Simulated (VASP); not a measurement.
Input of a VASP 6.6.1 run:

Contents of INCAR:

```
SYSTEM = Fe
PREC = Accurate ; ENCUT = 520
EDIFF = 1E-7 ; ISMEAR = 0
SIGMA = 0.15 ; LREAL = .False.
LASPH = .True. ; NELM = 150
ALGO = Normal ; ISIF = 2
LWAVE = .False. ; LCHARG = .True.
ISPIN = 2 ; MAGMOM = 2.64
LORBIT = 11 ; LMAXMIX = 4
GGA = PS ; LELF = .True.
LVHAR = .True. ; NBANDS = 14
```

The input KPOINTS:

```
regular mesh
0
Gamma
  24 24 24
  0 0 0
```

The input POSCAR:

```
Fe
1.0
   -1.4965600000      1.4965600000      1.4390000000
    1.4965600000     -1.4965600000      1.4390000000
    1.4965600000      1.4965600000     -1.4390000000
Fe
1
Direct
    0.0000000000      0.0000000000      0.0000000000
```

Potentials or basis: VASP PAW PBE potentials, release 64 (Fe).

Command:

```sh
$ cat potpaw_PBE.64/Fe/POTCAR > POTCAR
$ mpirun -np 1 vasp_std > vasp.out
```

Problem. Estimate the site moments.

Solution. Fe +2.55 μB.

Problem. Predict the net moment.

Solution. 2.54 μB per cell.

Stress tensor (GPa, compression positive):
```
-22.45   0.00   0.00
  0.00 -22.45   0.00
  0.00   0.00 -20.65
```

Caveat: the cell differs from its parent crystal (strain +0.040 along x and y, +0.000 along z); the cell stands under tension; the PAW data sets were made with another functional, which shifts forces and pressure a little.
